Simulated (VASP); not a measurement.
# BaTiO3 (P4mm) in VASP: notebook

Runs on BaTiO3. Level: PBE+U. Tasks: single point.

All numbers are computed with VASP 6.6.1; they aren't measurements. Logs are shortened: lines on timing, memory, paths and dates and some standing lists are left out, and cuts for length are marked.

## 1. The cell of the first run

It takes space group P4mm (No. 99, tetragonal). Conventional cell: a = 3.928 Å, b = 3.928 Å, c = 3.928 Å, α = 90.00°, β = 90.00°, γ = 90.00°. Ba (site symmetry 4mm) has 12 O at 2.76 to 2.80 Å and 8 Ti at 3.38 to 3.42 Å within 3.6 Å. Ti (site symmetry 4mm) has 6 O at 1.88 to 2.05 Å within 2.5 Å. O (site symmetry 4mm) has 2 Ti at 1.88 to 2.05 Å within 2.5 Å. Within 2.6 Å of O (site symmetry 2mm) lie 2 Ti at 1.96 Å.

## 2. Single point, PBE+U (atoms displaced along a vibrational mode, the cell strained)

Contents of INCAR:

```
PREC = Accurate
ENCUT = 520
EDIFF = 1E-7
ISMEAR = 0
SIGMA = 0.05
LREAL = False
LASPH = True
NELM = 150
ALGO = Normal
ISIF = 2
LWAVE = False
LCHARG = True
LMAXMIX = 4
LDAU = True
LDAUTYPE = 2
LDAUL = -1 2 -1
LDAUU = 0 4 0
LDAUJ = 0 0 0
LDAUPRINT = 1
GGA = PE
LELF = True
LVHAR = True
NBANDS = 28
```

Contents of KPOINTS:

```
regular mesh
0
Gamma
  8 8 8
```

Contents of POSCAR:

```
BaTiO3
1.0
    3.9281302568      0.0000000000      0.0000000000
    0.0000000000      3.9281302568      0.0000000000
    0.0000000000      0.0000000000      3.9281302568
Ba Ti O
1 1 3
Direct
    0.5002289314      0.5000000000      0.5000000000
    0.0084728830      0.0000000000      0.0000000000
    0.4862243621      0.0000000000      0.0000000000
   -0.0067695954      0.5000000000      0.0000000000
   -0.0067695954      0.0000000000      0.5000000000
```

Potentials or basis: VASP PAW PBE potentials, release 64 (Ba_sv, Ti_sv, O).

On the command line:

```console
$ cat potpaw_PBE.64/Ba_sv/POTCAR potpaw_PBE.64/Ti_sv/POTCAR potpaw_PBE.64/O/POTCAR > POTCAR
$ mpirun -np 1 vasp_std > vasp.out
```

OUTCAR:

```text
PREC = Accurate
   ENCUT = 520
   EDIFF = 1E-7
   ISMEAR = 0
   LREAL = False
   LASPH = True
   NELM = 150
   ISIF = 2
   GGA = PE

 ion  position               nearest neighbor table
   1  0.500  0.500  0.500-   4 2.76   5 2.76   4 2.76   5 2.76   3 2.78   3 2.78   3 2.78   3 2.78
                             4 2.80   5 2.80   4 2.80   5 2.80   2 3.38   2 3.38   2 3.38   2 3.38
   2  0.008  0.000  0.000-   3 1.88   4 1.96   5 1.96   5 1.96   4 1.96   3 2.05   1 3.38   1 3.38
                             1 3.38   1 3.38   1 3.42   1 3.42   1 3.42   1 3.42
   3  0.486  0.000  0.000-   2 1.88   2 2.05   1 2.78   1 2.78   1 2.78   1 2.78
   4  0.993  0.500  0.000-   2 1.96   2 1.96   1 2.76   1 2.76   1 2.80   1 2.80
   5  0.993  0.000  0.500-   2 1.96   2 1.96   1 2.76   1 2.76   1 2.80   1 2.80

  LATTYP: Found a simple cubic cell.
 ALAT       =     3.9281302568

  Lattice vectors:

 A1 = (   3.9281302568,   0.0000000000,   0.0000000000)
 A2 = (   0.0000000000,   3.9281302568,   0.0000000000)
 A3 = (   0.0000000000,   0.0000000000,   3.9281302568)

Analysis of symmetry for initial positions (statically):
=====================================================================
 Subroutine PRICEL returns:
 Original cell was already a primitive cell.

 Routine SETGRP: Setting up the symmetry group for a
 simple cubic supercell.

 Subroutine GETGRP returns: Found  8 space group operations
 (whereof  8 operations were pure point group operations)
 out of a pool of 48 trial point group operations.

The static configuration has the point symmetry C_4v.

Analysis of symmetry for dynamics (positions and initial velocities):
=====================================================================
 Subroutine PRICEL returns:
 Original cell was already a primitive cell.

 Routine SETGRP: Setting up the symmetry group for a
 simple cubic supercell.

 Subroutine GETGRP returns: Found  8 space group operations
 (whereof  8 operations were pure point group operations)
 out of a pool of 48 trial point group operations.

The dynamic configuration has the point symmetry C_4v.

 Subroutine INISYM returns: Found  8 space group operations
 (whereof  8 operations are pure point group operations),
 and found     1 'primitive' translations

----------------------------------------------------------------------------------------

                                     Primitive cell

  volume of cell :      60.6119

  direct lattice vectors                    reciprocal lattice vectors
     3.928130257  0.000000000  0.000000000     0.254574043  0.000000000  0.000000000
     0.000000000  3.928130257  0.000000000     0.000000000  0.254574043  0.000000000
     0.000000000  0.000000000  3.928130257     0.000000000  0.000000000  0.254574043

  length of vectors
     3.928130257  3.928130257  3.928130257     0.254574043  0.254574043  0.254574043

  position of ions in fractional coordinates (direct lattice)
     0.500228931  0.500000000  0.500000000
     0.008472883  0.000000000  0.000000000
     0.486224362  0.000000000  0.000000000
     0.993230405  0.500000000  0.000000000
     0.993230405  0.000000000  0.500000000

  ion indices of the primitive-cell ions
   primitive index   ion index
                 1           1
                 2           2
                 3           3
                 4           4
                 5           5

----------------------------------------------------------------------------------------

 KPOINTS: regular mesh

Automatic generation of k-mesh.
 Grid dimensions read from file:
 generate k-points for:    8    8    8

 Generating k-lattice:

  Cartesian coordinates                     Fractional coordinates (reciprocal lattice)
     0.031821755  0.000000000  0.000000000     0.125000000  0.000000000  0.000000000
     0.000000000  0.031821755  0.000000000     0.000000000  0.125000000  0.000000000
     0.000000000  0.000000000  0.031821755     0.000000000  0.000000000  0.125000000

  Length of vectors
     0.031821755  0.031821755  0.031821755

[... 29 lines left out ...]
  o =  0.2552  v =  0.0000  0.0000 -0.5000  0.0000  0.8660  0.0000  0.0000  0.0000  0.0000  0.0000      0.0000  0.0000  0.0000  0.0000  0.0000  0.0000  0.0000  0.0000  0.0000  0.0000

 number of electron      39.9999999 magnetization

 Free energy of the ion-electron system (eV)
  ---------------------------------------------------
  ext. energy  EPLUGINS =         0.00000000
  ---------------------------------------------------
  free energy    TOTEN  =       -36.98219346 eV

  energy without entropy =      -36.98219346  energy(sigma->0) =      -36.98219346

 E-fermi :   4.7437     XC(G=0): -11.5629

 val. band max:        4.4352556815   @ k =   0.5000   0.5000   0.5000
 cond. band min:       6.8045117215   @ k =   0.0000   0.0000   0.0000
 fundamental gap:      2.3692560400
 Fermi energy:         4.7437478888

 k-point     1 :       0.0000    0.0000    0.0000
  band No.  band energies     occupation
      1     -52.9787      2.00000
      2     -29.1958      2.00000
      3     -29.1737      2.00000
      4     -29.1737      2.00000
      5     -20.2929      2.00000
      6     -12.6597      2.00000
[... 20 lines left out ...]
     27       9.5070      0.00000
     28      12.3603      0.00000

 k-point     2 :       0.1250    0.0000    0.0000
  band No.  band energies     occupation
      1     -52.9785      2.00000
      2     -29.2048      2.00000
      3     -29.1734      2.00000
      4     -29.1734      2.00000
      5     -20.2697      2.00000
      6     -12.6718      2.00000
[... 20 lines left out ...]
     27       9.8407      0.00000
     28      12.7508      0.00000

 k-point     3 :       0.0000    0.1250    0.0000
  band No.  band energies     occupation
      1     -52.9785      2.00000
      2     -29.1955      2.00000
      3     -29.1826      2.00000
      4     -29.1734      2.00000
      5     -20.2697      2.00000
      6     -12.6803      2.00000
[... 616 lines left out ...]
      3     -29.2012      2.00000
      4     -29.1704      2.00000
      5     -20.0995      2.00000
      6     -12.6598      2.00000
[... 20 lines left out ...]
     27      12.9438      0.00000
     28      13.4414      0.00000

 k-point    24 :       0.0000    0.3750    0.2500
  band No.  band energies     occupation
      1     -52.9769      2.00000
      2     -29.2233      2.00000
      3     -29.2012      2.00000
      4     -29.1925      2.00000
      5     -20.0992      2.00000
      6     -12.6917      2.00000
[... 20 lines left out ...]
     27      12.9463      0.00000
     28      13.4134      0.00000

 [... further k-points ...]

------------------------ aborting loop because EDIFF is reached ----------------------------------------

  FORCE on cell =-STRESS in cart. coord.  units (eV):
  Direction    XX          YY          ZZ          XY          YZ          ZX
  --------------------------------------------------------------------------------------
  -------------------------------------------------------------------------------------
  Total        7.8592871      7.2585076      7.2585076      0.0000000      0.0000000      0.0000000
  in kB      207.7476391    191.8669955    191.8669955      0.0000000      0.0000000      0.0000000
  external PRESSURE =     197.1605434 kB  Pullay stress =       0.0000000 kB

 VOLUME and BASIS-vectors are now :
 -----------------------------------------------------------------------------
  energy-cutoff  :      520.00
  volume of cell :       60.61
      direct lattice vectors                 reciprocal lattice vectors
     3.928130257  0.000000000  0.000000000     0.254574043  0.000000000  0.000000000
     0.000000000  3.928130257  0.000000000     0.000000000  0.254574043  0.000000000
     0.000000000  0.000000000  3.928130257     0.000000000  0.000000000  0.254574043

 POSITION                                       TOTAL-FORCE (eV/Angst)
 -----------------------------------------------------------------------------------
      1.96496      1.96407      1.96407        -0.016853     -0.000000     -0.000000
      0.03328      0.00000      0.00000        -0.587699     -0.000000      0.000000
      1.90995      0.00000      0.00000         0.725074      0.000000     -0.000000
      3.90154      1.96407      0.00000        -0.060261     -0.000000      0.000000
      3.90154      0.00000      1.96407        -0.060261     -0.000000      0.000000
 -----------------------------------------------------------------------------------
    total drift:                               -0.000016      0.000000     -0.000000

  FREE ENERGIE OF THE ION-ELECTRON SYSTEM (eV)
  ---------------------------------------------------
  free  energy   TOTEN  =       -36.9821934596 eV

  energy  without entropy=      -36.9821934596  energy(sigma->0) =      -36.98219346
```

It took 2 min on 1 thread of Intel Xeon Platinum 8259CL at 2.50GHz (Skylake/Cascade Lake), shared host; peak memory 0.26 GiB.

Results:

- Free energy: -36.9822 eV
- Pressure: 19.7 GPa
- Largest force: 0.725 eV/Å
- Band gap on the k mesh: 2.37 eV (least direct gap 2.57 eV)

Forces in eV/Å, atoms in the order of the input:
```
Ba  -0.017  0.000  0.000
Ti  -0.588  0.000  0.000
O    0.725  0.000  0.000
O   -0.060  0.000  0.000
O   -0.060  0.000  0.000
```

Eigenvalues of the final occupation matrices:
| site | spin | trace | eigenvalues |
| --- | --- | --- | --- |
| site 2 d | 1 | 0.83 | 0.11 0.11 0.11 0.25 0.26 |
| site 2 d | 2 | 0.83 | 0.11 0.11 0.11 0.25 0.26 |

Caveat: the cell differs from its parent crystal (atoms displaced along a vibrational mode, the cell strained); the cell stands under pressure; spin-orbit coupling is left out, which moves the levels of the heavy elements. A k mesh can miss the band edges.

## 3. Single point, PBE+U (atoms displaced along a vibrational mode, the cell strained)

Contents of INCAR:

```
  PREC = Accurate
  ENCUT = 520
  EDIFF = 1E-7
  ISMEAR = 0
  SIGMA = 0.05
  LREAL = F
  LASPH = T
  NELM = 150
  ALGO = Normal
  ISIF = 2
  LWAVE = F
  LCHARG = F
  LMAXMIX = 4
  LDAU = T
  LDAUTYPE = 2
  LDAUL = -1 2 -1
  LDAUU = 0 4 0
  LDAUJ = 0 0 0
  LDAUPRINT = 1
  GGA = PE
  NBANDS = 28
```

Contents of KPOINTS:

```
Automatic mesh
0
Gamma
  8 8 8
```

Contents of POSCAR:

```
BaTiO3
1.0
    3.9281302568      0.0000000000      0.0000000000
    0.0000000000      3.9281302568      0.0000000000
    0.0000000000      0.0000000000      3.9281302568
Ba Ti O
1 1 3
Direct
    0.5001142594      0.5000000000      0.5000000000
    0.0042288083      0.0000000000      0.0000000000
    0.4931245915      0.0000000000      0.0000000000
   -0.0033786990      0.5000000000      0.0000000000
   -0.0033786990      0.0000000000      0.5000000000
```

Potentials or basis: VASP PAW PBE potentials, release 64 (Ba_sv, Ti_sv, O).

On the command line:

```console
$ cat potpaw_PBE.64/Ba_sv/POTCAR potpaw_PBE.64/Ti_sv/POTCAR potpaw_PBE.64/O/POTCAR > POTCAR
$ mpirun -np 1 vasp_std > vasp.out
```

Run time: 1.8 min. Hardware: 1 thread of Intel Xeon Platinum 8259CL at 2.50GHz (Skylake/Cascade Lake), shared host; peak memory 0.26 GiB.

Results (log left out):

| Property | Result |
| --- | --- |
| Free energy | -37.0019 eV |
| Pressure | 19.2 GPa |
| Largest force | 0.331 eV/Å |
| Band gap on the k mesh | 2.35 eV (least direct gap 2.50 eV) |

Forces in eV/Å, atoms in the order of the input:
```
Ba  -0.009  0.000  0.000
Ti  -0.256  0.000  0.000
O    0.331  0.000  0.000
O   -0.033  0.000  0.000
O   -0.033  0.000  0.000
```

Stress tensor (GPa, compression positive):
```
19.51  0.00  0.00
 0.00 19.11  0.00
 0.00  0.00 19.11
```

Levels at points of the mesh, in eV from the valence-band top:
```csv
k point,band 18,band 19,band 20,band 21,band 22,band 23
"(0.00, 0.00, 0.00)",-0.15,-0.15,-0.15,2.35,2.37,2.37
"(0.50, 0.00, 0.00)",-1.82,-0.79,-0.79,2.57,4.24,4.24
"(0.00, 0.50, 0.00)",-1.78,-0.81,-0.80,2.59,4.24,4.24
"(0.50, 0.50, 0.00)",-0.85,-0.85,-0.11,4.26,4.26,4.70
"(0.00, 0.50, 0.50)",-0.87,-0.87,-0.10,4.26,4.26,4.70
"(0.50, 0.50, 0.50)",-0.01,-0.01,0.00,4.99,4.99,4.99
```

Eigenvalues of the final occupation matrices:
| site | spin | trace | eigenvalues |
| --- | --- | --- | --- |
| site 2 d | 1 | 0.82 | 0.11 0.11 0.11 0.25 0.25 |
| site 2 d | 2 | 0.82 | 0.11 0.11 0.11 0.25 0.25 |

Caveat: the cell differs from its parent crystal (atoms displaced along a vibrational mode, the cell strained); the cell stands under pressure; spin-orbit coupling is left out, which moves the levels of the heavy elements.

## 4. Single point, PBE+U (atoms displaced along a vibrational mode, the cell strained)

Contents of INCAR:

```
SYSTEM = BaTiO3
  PREC = Accurate
  ENCUT = 520
  EDIFF = 1E-6
  ISMEAR = 0
  SIGMA = 0.05
  LREAL = .FALSE.
  LASPH = .TRUE.
  NELM = 150
  ALGO = Normal
  ISIF = 2
  LWAVE = .FALSE.
  LCHARG = .FALSE.
  LMAXMIX = 4
  LDAU = .TRUE.
  LDAUTYPE = 2
  LDAUL = -1 2 -1
  LDAUU = 0 4 0
  LDAUJ = 0 0 0
  LDAUPRINT = 1
  GGA = PE
  NBANDS = 28
```

Contents of KPOINTS:

```
Automatic mesh
0
G
  8 8 8
  0 0 0
```

Contents of POSCAR:

```
BaTiO3
1.0
    3.9281302568      0.0000000000      0.0000000000
    0.0000000000      3.9281302568      0.0000000000
    0.0000000000      0.0000000000      3.9281302568
Ba Ti O
1 1 3
Direct
    0.5003431908      0.5000000000      0.5000000000
    0.0127016912      0.0000000000      0.0000000000
    0.4793489537      0.0000000000      0.0000000000
   -0.0101482944      0.5000000000      0.0000000000
   -0.0101482944      0.0000000000      0.5000000000
```

On the command line:

```console
$ cat potpaw_PBE.64/Ba_sv/POTCAR potpaw_PBE.64/Ti_sv/POTCAR potpaw_PBE.64/O/POTCAR > POTCAR
$ mpirun -np 1 vasp_std > vasp.out
```

It took 99 s on 1 thread of Intel Xeon Platinum 8259CL at 2.50GHz (Skylake/Cascade Lake), shared host; peak memory 0.26 GiB.

It converged, with:

```
Free energy            : -36.9445 eV
Pressure               : 20.6 GPa
Largest force          : 1.234 eV/Å
Band gap on the k mesh : 2.40 eV (least direct gap 2.66 eV)
```

Forces on the atoms (eV/Å):
```
Ba  -0.021  0.000  0.000
Ti  -1.057  0.000  0.000
O    1.234  0.000  0.000
O   -0.078  0.000  0.000
O   -0.078  0.000  0.000
```

Stress tensor (GPa, compression positive):
```
22.97  0.00  0.00
 0.00 19.37  0.00
 0.00  0.00 19.37
```

Levels at points of the mesh, in eV from the valence-band top:
```tsv
k point	band 16	band 17	band 18	band 19	band 20	band 21	band 22	band 23	band 24	band 25
(0.00, 0.00, 0.00)	-1.36	-1.23	-0.29	-0.27	-0.27	2.40	2.58	2.58	4.42	4.50
(0.50, 0.00, 0.00)	-2.04	-1.98	-1.98	-0.78	-0.78	2.62	4.34	4.34	4.43	6.55
(0.00, 0.50, 0.00)	-2.09	-1.79	-1.70	-0.99	-0.92	2.77	4.27	4.28	4.47	6.40
(0.50, 0.50, 0.00)	-2.81	-1.86	-0.87	-0.85	-0.19	4.30	4.36	4.74	5.29	8.07
(0.00, 0.50, 0.50)	-2.86	-1.89	-0.99	-0.99	-0.10	4.31	4.31	4.74	5.18	8.04
(0.50, 0.50, 0.50)	-2.36	-2.26	-0.09	-0.09	0.00	5.02	5.03	5.03	6.75	6.90
```

Eigenvalues of the final occupation matrices:
```
    site  spin  trace               eigenvalues
site 2 d     1   0.84  0.10 0.11 0.11 0.25 0.26
site 2 d     2   0.84  0.10 0.11 0.11 0.25 0.26
```

Caveat: the cell differs from its parent crystal (atoms displaced along a vibrational mode, the cell strained); the cell stands under pressure; spin-orbit coupling is left out, which moves the levels of the heavy elements; forces of over 1 eV/Å act on the atoms, so gaps and moduli don't describe the material at rest. A k mesh can miss the band edges.

## 5. Single point, PBE+U (atoms displaced along a vibrational mode, the cell strained)

Contents of INCAR:

```
PREC = Accurate
ENCUT = 520
EDIFF = 1E-6
ISMEAR = 0
SIGMA = 0.05
LREAL = F
LASPH = T
NELM = 150
ALGO = Normal
ISIF = 2
LWAVE = F
LCHARG = F
LMAXMIX = 4
LDAU = T
LDAUTYPE = 2
LDAUL = -1 2 -1
LDAUU = 0 4 0
LDAUJ = 0 0 0
LDAUPRINT = 1
GGA = PE
NBANDS = 28
```

Contents of KPOINTS:

```
Automatic mesh
0
Gamma
  8 8 8
```

Contents of POSCAR:

```
BaTiO3
1.0
    3.9615697246      0.0000000000      0.0000000000
    0.0000000000      3.9615697246      0.0000000000
    0.0000000000      0.0000000000      3.9615697246
Ba Ti O
1 1 3
Direct
    0.5004578627      0.5000000000      0.5000000000
    0.0169457659      0.0000000000      0.0000000000
    0.4724487242      0.0000000000      0.0000000000
   -0.0135391909      0.5000000000      0.0000000000
   -0.0135391909      0.0000000000      0.5000000000
```

On the command line:

```console
$ cat potpaw_PBE.64/Ba_sv/POTCAR potpaw_PBE.64/Ti_sv/POTCAR potpaw_PBE.64/O/POTCAR > POTCAR
$ mpirun -np 1 vasp_std > vasp.out
```

Wall time 1.8 min (1 thread of Intel Xeon Platinum 8259CL at 2.50GHz (Skylake/Cascade Lake), shared host); peak memory 0.26 GiB.

The run converged. Its results:

```yaml
Free_energy: -37.0648 eV
Pressure: 15.7 GPa
Largest_force: 1.587 eV/Å
Band_gap_on_the_k_mesh: 2.38 eV (least direct gap 2.73 eV)
```

Forces in eV/Å, atoms in the order of the input:
```
Ba  -0.003  0.000  0.000
Ti  -1.449  0.000  0.000
O    1.587  0.000  0.000
O   -0.067  0.000  0.000
O   -0.067  0.000  0.000
```

Stress tensor (GPa, compression positive):
```
19.72  0.00  0.00
 0.00 13.72  0.00
 0.00  0.00 13.72
```

Levels at points of the mesh, in eV from the valence-band top:
```csv
k point,band 18,band 19,band 20,band 21,band 22,band 23
"(0.00, 0.00, 0.00)",-0.44,-0.36,-0.36,2.38,2.67,2.67
"(0.50, 0.00, 0.00)",-2.01,-0.78,-0.78,2.59,4.29,4.29
"(0.00, 0.50, 0.00)",-1.63,-1.13,-1.03,2.84,4.15,4.18
"(0.50, 0.50, 0.00)",-0.90,-0.87,-0.25,4.19,4.31,4.62
"(0.00, 0.50, 0.50)",-1.11,-1.11,-0.10,4.22,4.22,4.63
"(0.50, 0.50, 0.50)",-0.15,-0.15,0.00,4.88,4.89,4.89
```

Eigenvalues of the final occupation matrices:
| site | spin | trace | eigenvalues |
| --- | --- | --- | --- |
| site 2 d | 1 | 0.84 | 0.10 0.12 0.12 0.24 0.27 |
| site 2 d | 2 | 0.84 | 0.10 0.12 0.12 0.24 0.27 |

Caveat: the cell differs from its parent crystal (atoms displaced along a vibrational mode, the cell strained); the cell stands under pressure; spin-orbit coupling is left out, which moves the levels of the heavy elements; forces of over 1 eV/Å act on the atoms, so gaps and moduli don't describe the material at rest. A k mesh can miss the band edges.

## 6. The runs side by side

```tsv
cell	gap on the mesh (eV)	pressure (GPa)	largest force (eV/Å)
a = 3.928 Å, 5 atoms, atomic positions A	2.37	19.7	0.73
a = 3.928 Å, 5 atoms, atomic positions B	2.35	19.2	0.33
a = 3.928 Å, 5 atoms, atomic positions C	2.40	20.6	1.23
a = 3.962 Å, 5 atoms, atomic positions D	2.38	15.7	1.59
```

Alike in all rows: task single point; level PBE+U; potentials or basis VASP PAW PBE potentials, release 64 (Ba_sv, Ti_sv, O); no spin polarisation; Ti d U = 4.0 eV; k mesh 8 × 8 × 8; cutoff (eV) 520; smearing gaussian 0.05 eV.

Caveats: the cell stands under pressure; spin-orbit coupling is left out, which moves the levels of the heavy elements; forces of over 1 eV/Å act on the atoms, so gaps and moduli don't describe the material at rest (at least some runs).

Absolute energies hang on the potentials; compare differences alone.
